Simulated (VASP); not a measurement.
BeCd2Te3:

```
Be Cd Te
1.0
     3.66859    0.00000    0.00000
     0.00000    3.66859    0.00000
     0.00000    0.00000   10.92415
Be Cd Te
1 2 3
Direct
  0.00000 0.00000 0.00000
  0.00000 0.00000 0.32770
  0.00000 0.00000 0.67230
  0.50000 0.50000 0.13879
  0.50000 0.50000 0.50000
  0.50000 0.50000 0.86121
```

The cell was built from a structure type or drawn by symmetry, and may not be a known phase.

| Quantity | Value |
| --- | --- |
| Program | VASP 6.6.1 |
| Task | relaxation of cell and atoms |
| Functional | PBE |
| Potentials or basis | VASP PAW PBE potentials, release 64 (Be, Cd, Te) |
| Cutoff | 600 eV |
| k mesh | 10 × 10 × 4 |
| Occupations | gaussian, width 0.1 eV |
| Spin | no spin polarisation |

At the start: pressure 0.2 GPa; volume 24.50 Å³/atom.

Problem. Where does the relaxation end?

Solution. Over 26 steps the energy falls by 8.5 meV/atom and the volume is 24.63 Å³/atom (+0.5 %); space group P4/mmm (No. 123, to 0.1 Å) before and after.

The path:
| step | energy change (eV) | largest force (eV/Å) | pressure (GPa) | volume (Å³) |
| --- | --- | --- | --- | --- |
| 1 | 0.0000 | 0.1566 | 0.19 | 147.02 |
| 2 | -0.0030 | 0.1236 | 0.02 | 147.63 |
| 3 | -0.0057 | 0.0623 | -0.28 | 148.79 |
| 4 | -0.0082 | 0.0368 | -0.08 | 148.29 |
| 5 | -0.0093 | 0.0317 | 0.15 | 147.75 |
| 6 | -0.0115 | 0.0209 | 0.10 | 147.91 |
| 7 | -0.0162 | 0.0625 | 0.00 | 148.38 |
| 8 | -0.0088 | 0.1839 | -0.07 | 149.17 |
| 9 | -0.0171 | 0.0908 | -0.02 | 148.57 |
| 10 | -0.0172 | 0.1056 | -0.04 | 148.67 |
| 11 | -0.0192 | 0.1230 | -0.08 | 148.59 |
| 12 | -0.0192 | 0.1230 | -0.07 | 148.59 |
| 13 | -0.0228 | 0.1057 | 0.06 | 147.99 |
| 14 | -0.0276 | 0.0494 | 0.51 | 146.17 |
| 15 | -0.0288 | 0.0434 | 0.45 | 146.31 |
| 16 | -0.0319 | 0.0440 | 0.26 | 146.74 |
| 17 | -0.0352 | 0.0503 | -0.08 | 147.59 |
| 18 | -0.0386 | 0.0632 | -0.14 | 147.75 |
| 19 | -0.0403 | 0.1553 | -0.28 | 148.20 |
| 20 | -0.0416 | 0.0874 | -0.23 | 148.01 |
| 21 | -0.0443 | 0.0928 | -0.02 | 147.45 |
| 22 | -0.0458 | 0.1072 | 0.26 | 146.68 |
| 23 | -0.0482 | 0.0968 | 0.14 | 147.12 |
| 24 | -0.0500 | 0.0778 | -0.08 | 147.97 |
| 25 | -0.0511 | 0.0196 | 0.01 | 147.82 |
| 26 | -0.0511 | 0.0036 | 0.03 | 147.77 |

Final structure:
```
CELL_PARAMETERS angstrom
3.51102 0.00000 0.00000
0.00000 3.51102 0.00000
0.00000 0.00000 11.98754
ATOMIC_POSITIONS crystal
Be 0.00000 0.00000 0.00000
Cd 0.00000 0.00000 0.31882
Cd 0.00000 0.00000 0.68118
Te 0.50000 0.50000 0.13026
Te 0.50000 0.50000 0.50000
Te 0.50000 0.50000 0.86974
```
